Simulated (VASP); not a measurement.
Set up this calculation in VASP 6.6.1, as the native input.

* Task: single point
* Functional: PBE
* Potentials or basis: VASP PAW PBE potentials, release 64 (Rh_pv)
* Cutoff: 520 eV
* k mesh: 17 × 17 × 17
* Occupations: fermi-dirac, width 0.0612256 eV
* Spin: no spin polarisation
* Dipole correction: no
* Further INCAR settings: ALGO = Normal; EDIFF = 1e-06; NBANDS = 14

The structure of Rh lies in POSCAR:

```
Rh
1.0
    0.0000000000      1.9154460197      1.9154460197
    1.9154460197      0.0000000000      1.9154460197
    1.9154460197      1.9154460197      0.0000000000
Rh
1
Direct
    0.0000000000      0.0000000000      0.0000000000
```

One way to write it, as run:

INCAR

```
PREC = Accurate
ENCUT = 520
EDIFF = 1E-6
ISMEAR = -1
SIGMA = 0.06122561905347299
LREAL = F
LASPH = T
NELM = 60
ALGO = Normal
ISIF = 2
LWAVE = F
LCHARG = F
GGA = PE
NBANDS = 14
```

KPOINTS

```
Automatic mesh
0
Gamma
  17 17 17
```

Potentials or basis: VASP PAW PBE potentials, release 64 (Rh_pv).

The run is started by

```sh
$ cat potpaw_PBE.64/Rh_pv/POTCAR > POTCAR
$ mpirun -np 1 vasp_std > vasp.out
```

It gave:

The pressure is -0.1 GPa.

Run time: 9.3 s on 1 thread of Intel(R) Xeon(R) 6975P-C (Granite Rapids), with other jobs on the host, peak memory 0.14 GiB.
